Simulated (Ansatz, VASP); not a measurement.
**One calculation of Si, two programs**

The input INCAR:

```
SYSTEM = Si
  PREC = Accurate
  ENCUT = 520
  EDIFF = 1E-6
  ISMEAR = 0
  SIGMA = 0.01
  LREAL = .FALSE.
  LASPH = .TRUE.
  NELM = 60
  ALGO = Normal
  ISIF = 2
  LWAVE = .FALSE.
  LCHARG = .FALSE.
  GGA = PS
  IBRION = 2
  NSW = 50
  EDIFFG = -0.002
```

KPOINTS

```
Automatic mesh
0
G
  8 8 8
  0 0 0
```

POSCAR

```
Si
1.0
    0.0135836404      2.7235198966      2.7235198966
    2.7235198966      0.0135836404      2.7235198966
    2.7235198966      2.7235198966      0.0135836404
Si
2
Direct
    0.2500000000      0.2500000000      0.2500000000
    0.0000000000      0.0000000000      0.0000000000
```

Input for Ansatz:

```yaml
crystal:
  lattice:
    - [0.01358364038, 2.72351989659, 2.72351989659]
    - [2.72351989659, 0.01358364038, 2.72351989659]
    - [2.72351989659, 2.72351989659, 0.01358364038]
  atoms:
    - { symbol: Si, position: [0.25, 0.25, 0.25] }
    - { symbol: Si, position: [0.0, 0.0, 0.0] }
kpoints:
  mp_grid: { grid: [8, 8, 8] }
scf:
  occupations: { method: fixed }
  convergence: { dr2_threshold: 1.0e-10 }
hamiltonian:
  xc: pbesol
  pseudopotentials: { kind: all_electron, lapw: { basis_error: 0.0005 } }
output:
  forces: true
  stress: true
  eigenstates:
    kpoints:
      - [0.0, 0.0, 0.0]
      - [0.0, 0.422377749, 0.422377749]
      - [0.422377749, 0.0, 0.422377749]
      - [0.422377749, 0.422377749, 0.0]
      - [-0.5, 0.0, -0.5]
      - [0.0, -0.5, -0.5]
      - [-0.5, -0.5, 0.0]
      - [-0.5, 0.0, 0.0]
      - [0.0, -0.5, 0.0]
      - [0.0, 0.0, -0.5]
      - [-0.5, -0.5, -0.5]
relax:
  f_tol: 0.002
  max_steps: 30
```

Change from the starting cell: equal xy, yz and zx engineering shears of +0.5 %.

Alike in both runs: task relaxation of the atoms; functional PBEsol; k mesh 8 × 8 × 8; no spin polarisation.

|  | VASP | Ansatz |
| --- | --- | --- |
| version | VASP 6.6.1 | Ansatz 0.2.0 |
| potentials or method | VASP PAW PBE potentials, release 64 (Si), cutoff 520 eV | all-electron LAPW, scalar-relativistic |
| occupations | gaussian, width 0.01 eV | fixed |

Ansatz gave:

- gap on the k mesh at the Fermi level, each at its own relaxed structure (eV): 0.49

Q: Which values does VASP return?

A: gap on the k mesh at the Fermi level, each at its own relaxed structure (eV): 0.48.

VASP's potentials were made for PBE, not for PBEsol. Ansatz ran all-electron here, and VASP with PAW potentials.
